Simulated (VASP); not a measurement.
# Y2AlN3 in VASP: a series of runs, part 3 of 3

VASP 6.6.1. The steps go on from the part before.

## (6) Relaxation of cell and atoms, PBE

This run uses another cell than the first one, of 15.19 Å³/atom.

INCAR reads:

```
PREC     = Accurate       # precision mode
ENCUT    = 600            # plane-wave cutoff, eV
EDIFF    = 1E-7           # SCF threshold, eV
ISMEAR   = 0              # smearing method
SIGMA    = 0.1            # smearing width, eV
LREAL    = F              # projectors in reciprocal space
LASPH    = T              # aspherical terms in the spheres
NELM     = 100            # most SCF steps
ALGO     = Normal         # electronic algorithm
ISIF     = 3              # what is computed and relaxed
LWAVE    = F              # write WAVECAR
LCHARG   = F              # write CHGCAR
GGA      = PE             # functional
IBRION   = 2              # ionic algorithm
NSW      = 90             # ionic steps
EDIFFG   = -0.04          # ionic threshold
```

KPOINTS reads:

```
regular mesh
0
Gamma
  6 6 4
```

POSCAR reads:

```
Y2AlN3
1.0
    5.0983092800      0.0000000000      0.0000000000
   -2.5491546400      4.4152653500      0.0000000000
    0.0000000000      0.0000000000      4.0475816900
Y Al N
2 1 3
Direct
    0.3333333300      0.6666666700      0.6422189100
    0.6666666700      0.3333333300      0.3577810900
    0.0000000000      0.0000000000      0.0000000000
    0.3333333300      0.6666666700      0.2023891300
    0.6666666700      0.3333333300      0.7976108700
    0.0000000000      0.0000000000      0.5000000000
```

Potentials or basis: VASP PAW PBE potentials, release 64 (Y_sv, Al, N).

Command:

```sh
$ cat potpaw_PBE.64/Y_sv/POTCAR potpaw_PBE.64/Al/POTCAR potpaw_PBE.64/N/POTCAR > POTCAR
$ mpirun -np 1 vasp_std > vasp.out
```

OUTCAR:

```text
PREC = Accurate
   ENCUT = 600
   EDIFF = 1E-7
   ISMEAR = 0
   LREAL = F
   LASPH = T
   NELM = 100
   ISIF = 3
   GGA = PE
   IBRION = 2
   NSW = 90
   EDIFFG = -0.04

 ion  position               nearest neighbor table
   1  0.333  0.667  0.642-   4 1.78   4 2.27   6 3.00   6 3.00   6 3.00   5 3.01   5 3.01   5 3.01
                             2 3.16   2 3.16   2 3.16   3 3.28   3 3.28   3 3.28   2 4.13   2 4.13
   2  0.667  0.333  0.358-   5 1.78   5 2.27   6 3.00   6 3.00   6 3.00   4 3.01   4 3.01   4 3.01
                             1 3.16   1 3.16   1 3.16   3 3.28   3 3.28   3 3.28   1 4.13   1 4.13
   3  0.000  0.000  0.000-   6 2.02   6 2.02   1 3.28   2 3.28   1 3.28   2 3.28   2 3.28   1 3.28

   4  0.333  0.667  0.202-   1 1.78   1 2.27   2 3.01   2 3.01   2 3.01
   5  0.667  0.333  0.798-   2 1.78   2 2.27   1 3.01   1 3.01   1 3.01
   6  0.000  0.000  0.500-   3 2.02   3 2.02   1 3.00   2 3.00   1 3.00   2 3.00   2 3.00   1 3.00

  LATTYP: Found a hexagonal cell.
 ALAT       =     5.0983092800
 C/A-ratio  =     0.7939066596

  Lattice vectors:

 A1 = (   5.0983092800,   0.0000000000,   0.0000000000)
 A2 = (  -2.5491546400,   4.4152653500,   0.0000000000)
 A3 = (   0.0000000000,   0.0000000000,   4.0475816900)

Analysis of symmetry for initial positions (statically):
=====================================================================
 Subroutine PRICEL returns:
 Original cell was already a primitive cell.

 Routine SETGRP: Setting up the symmetry group for a
 hexagonal supercell.

 Subroutine GETGRP returns: Found 12 space group operations
 (whereof 12 operations were pure point group operations)
 out of a pool of 24 trial point group operations.

The static configuration has the point symmetry D_3d.

Analysis of symmetry for dynamics (positions and initial velocities):
=====================================================================
 Subroutine PRICEL returns:
 Original cell was already a primitive cell.

 Routine SETGRP: Setting up the symmetry group for a
 hexagonal supercell.

 Subroutine GETGRP returns: Found 12 space group operations
 (whereof 12 operations were pure point group operations)
 out of a pool of 24 trial point group operations.

The dynamic configuration has the point symmetry D_3d.
[... 151 lines left out ...]
  ---------------------------------------------------
  ext. energy  EPLUGINS =         0.00000000
  ---------------------------------------------------
  free energy    TOTEN  =       -40.63165850 eV

  energy without entropy =      -40.60674378  energy(sigma->0) =      -40.61920114

------------------------ aborting loop because EDIFF is reached ----------------------------------------

  FORCE on cell =-STRESS in cart. coord.  units (eV):
  Direction    XX          YY          ZZ          XY          YZ          ZX
  --------------------------------------------------------------------------------------
  -------------------------------------------------------------------------------------
  Total       -2.7410995     -2.7410995     26.4325506     -0.0000000      0.0000000     -0.0000000
  in kB      -48.2010810    -48.2010809    464.8052714     -0.0000000      0.0000000     -0.0000000
  external PRESSURE =     122.8010365 kB  Pullay stress =       0.0000000 kB
[... 27 lines left out ...]
--------------------------------------- Ionic step        2  -------------------------------------------

 number of electron      39.9999995 magnetization

 E-fermi :   3.0186     XC(G=0):  -9.8902

 val. band max:        2.9976236991   @ k =   0.3333   0.3333   0.0000
 cond. band min:       3.0655723339   @ k =   0.1667   0.0000   0.0000
 fundamental gap:      0.0679486348
 Fermi energy:         3.0186122439

 k-point     1 :       0.0000    0.0000    0.0000
  band No.  band energies     occupation
      1     -38.3053      2.00000
      2     -38.2668      2.00000
      3     -19.1212      2.00000
      4     -18.8586      2.00000
      5     -18.4239      2.00000
      6     -18.4239      2.00000
[... 710 lines left out ...]
  FREE ENERGIE OF THE ION-ELECTRON SYSTEM (eV)
  ---------------------------------------------------
  free  energy   TOTEN  =       -42.8791801724 eV

  energy  without entropy=      -42.8597116585  energy(sigma->0) =      -42.86944592

[... ionic steps 4 to 47 ...]

--------------------------------------- Ionic step       48  -------------------------------------------

 number of electron      40.0000002 magnetization

------------------------ aborting loop because EDIFF is reached ----------------------------------------
[... 75 lines left out ...]
--------------------------------------- Ionic step       50  -------------------------------------------

 number of electron      40.0000004 magnetization

 Free energy of the ion-electron system (eV)
  ---------------------------------------------------
  ext. energy  EPLUGINS =         0.00000000
  ---------------------------------------------------
  free energy    TOTEN  =       -47.16912902 eV

  energy without entropy =      -47.16800056  energy(sigma->0) =      -47.16856479

 E-fermi :   6.6679     XC(G=0): -11.7827

 val. band max:        6.1438219610   @ k =   0.0000   0.0000   0.2500
 cond. band min:       6.7004456704   @ k =   0.5000   0.0000   0.0000
 fundamental gap:      0.5566237094
 Fermi energy:         6.6678667324

 k-point     1 :       0.0000    0.0000    0.0000
  band No.  band energies     occupation
      1     -34.6049      2.00000
      2     -34.4917      2.00000
      3     -15.5951      2.00000
      4     -14.6974      2.00000
      5     -14.3295      2.00000
      6     -14.3295      2.00000
[... 670 lines left out ...]
  FREE ENERGIE OF THE ION-ELECTRON SYSTEM (eV)
  ---------------------------------------------------
  free  energy   TOTEN  =       -47.1691290231 eV

  energy  without entropy=      -47.1680005613  energy(sigma->0) =      -47.16856479

 reached required accuracy - stopping structural energy minimisation
```

OSZICAR:

```text
N       E                     dE             d eps       ncg     rms          rms(c)
DAV:   1     0.251158391470E+03    0.25116E+03   -0.22007E+04  1160   0.177E+03
DAV:   2    -0.260803831574E+02   -0.27724E+03   -0.27277E+03  1448   0.386E+02
DAV:   3    -0.506025061065E+02   -0.24522E+02   -0.24426E+02  1816   0.995E+01
[... 598 lines left out ...]
DAV:   6    -0.471691267937E+02   -0.13831E-04   -0.59894E-05  2016   0.378E-02    0.173E-02
DAV:   7    -0.471691265642E+02    0.22950E-06   -0.35152E-06  1480   0.130E-02    0.106E-02
DAV:   8    -0.471691288783E+02   -0.23141E-05   -0.21105E-06  1752   0.967E-03    0.549E-03
DAV:   9    -0.471691289972E+02   -0.11887E-06   -0.53227E-07  1528   0.353E-03    0.833E-04
DAV:  10    -0.471691290231E+02   -0.25942E-07   -0.22922E-08   744   0.120E-03
  50 F= -.47169129E+02 E0= -.47168565E+02  d E =-.154915E-02
```

Wall time 30 min (1 thread of Intel Xeon 6975P-C (Granite Rapids), shared host); peak memory 0.29 GiB.

Results:

- Free energy: -47.1691 eV
- Relaxed volume: 11.92 Å³/atom
- Relaxed cell: a = 3.421 Å, b = 3.421 Å, c = 7.057 Å, α = 90.00°, β = 90.00°, γ = 120.00°
- Space group after relaxing (to 0.1 Å): P-3m1 (No. 164)
- Energy gained by relaxing: 1089.6 meV/atom
- Ionic steps: 50
- Pressure after relaxing: 0.1 GPa
- Largest force after relaxing: 0.034 eV/Å
- Band gap on the k mesh: zero (bands 20 and 21 overlap by 0.10 eV)

Forces in eV/Å, atoms in the order of the input:
```
Y    0.000  0.000  0.019
Y    0.000  0.000 -0.019
Al   0.000  0.000  0.000
N    0.000  0.000 -0.034
N    0.000  0.000  0.034
N    0.000  0.000  0.000
```

The path:
```
step  energy change (eV)  largest force (eV/Å)  pressure (GPa)  volume (Å³)
   1              0.0000                8.4150           12.28        91.11
   3             -2.2475                1.7952           -9.37        96.83
   5             -2.3677                0.8233           -6.46        95.03
   7             -2.9913                0.4465           -5.66        87.98
   9             -2.1443                2.5104           38.82        62.29
  11             -3.5393                0.6805            3.92        75.60
  13             -3.6469                0.5294           -1.92        76.54
  15             -3.6999                0.4200            1.91        73.88
  17             -3.7480                0.4469           -0.47        73.94
  19             -3.7691                0.7610           -1.00        73.83
  21             -4.1532                1.7843            1.11        72.40
  23             -4.5440                3.6243            9.32        69.79
  25             -4.5346                3.8754           10.68        69.46
  27             -4.5404                4.1409           11.39        69.37
  29             -4.5500                4.0614           11.12        69.42
  31             -4.6180                3.9736           10.51        69.59
  33             -4.8737                3.6102            8.10        70.27
  35             -5.6039                2.3079           -0.85        72.91
  37             -5.8115                2.1969           -7.02        74.89
  39             -6.1342                1.5159            0.10        71.94
  41             -6.1767                1.1650            3.88        70.67
  43             -6.4486                0.9334           -0.67        71.99
  45             -6.4784                0.8436           -2.05        72.53
  47             -6.5276                0.1629            0.82        71.49
  49             -6.5359                0.1111           -0.86        71.89
  50             -6.5375                0.0339            0.14        71.53
```

Final structure:
```
Y Al N
1.0
     3.42098    0.00000    0.00000
    -1.71049    2.96265    0.00000
     0.00000    0.00000    7.05723
Y Al N
2 1 3
Direct
  0.33333 0.66667 0.68551
  0.66667 0.33333 0.31449
  0.00000 0.00000 0.00000
  0.33333 0.66667 0.13724
  0.66667 0.33333 0.86276
  0.00000 0.00000 0.50000
```

Caveat: the k points lie up to 0.35 Å⁻¹ apart in the final cell; the volume moved by over 15 % at a fixed basis, so the end points are rough; semilocal functionals underestimate gaps, and a narrow one can read as zero.

## (7) The runs side by side

```tsv
task	cell	k mesh	cutoff (eV)	gap on the mesh (eV)	pressure (GPa)	largest force (eV/Å)
single point	a = 3.316, b = 3.316, c = 7.973 Å, angles 90.0, 90.0, 120.0°, 6 atoms, atomic positions A	6 × 6 × 4	520	0.50	-0.2	0.01
single point	a = 5.098, b = 5.098, c = 4.048 Å, angles 90.0, 90.0, 120.0°, 6 atoms, atomic positions B	6 × 6 × 4	520	none	12.4	8.42
single point	a = 3.315, b = 5.742, c = 7.978 Å, 12 atoms, atomic positions C	4 × 2 × 2	520	0.50	-0.1	0.03
single point	a = 3.329, b = 5.729, c = 7.972 Å, angles 90.2, 90.0, 90.0°, 12 atoms, atomic positions D	4 × 2 × 2	520	0.51	-0.3	-
relaxation of cell and atoms	relaxed from a = 5.098, b = 5.098, c = 4.048 Å, angles 90.0, 90.0, 120.0°, 6 atoms, atomic positions B	6 × 6 × 4	600	none	0.1	0.03
```

Alike in all rows: level PBE; potentials or basis VASP PAW PBE potentials, release 64 (Y_sv, Al, N); no spin polarisation; smearing gaussian 0.1 eV.

Caveats: some runs use coarse meshes; semilocal functionals underestimate gaps, and a narrow one can read as zero (at least some runs); forces of over 1 eV/Å act on the atoms, so gaps and moduli don't describe the material at rest (at least some runs); the volume moved by over 15 % at a fixed basis, so the end points are rough (at least some runs).

Absolute energies hang on the potentials; compare differences alone.

The gap in the log of VASP goes by the Fermi energy; the results here count the filled bands.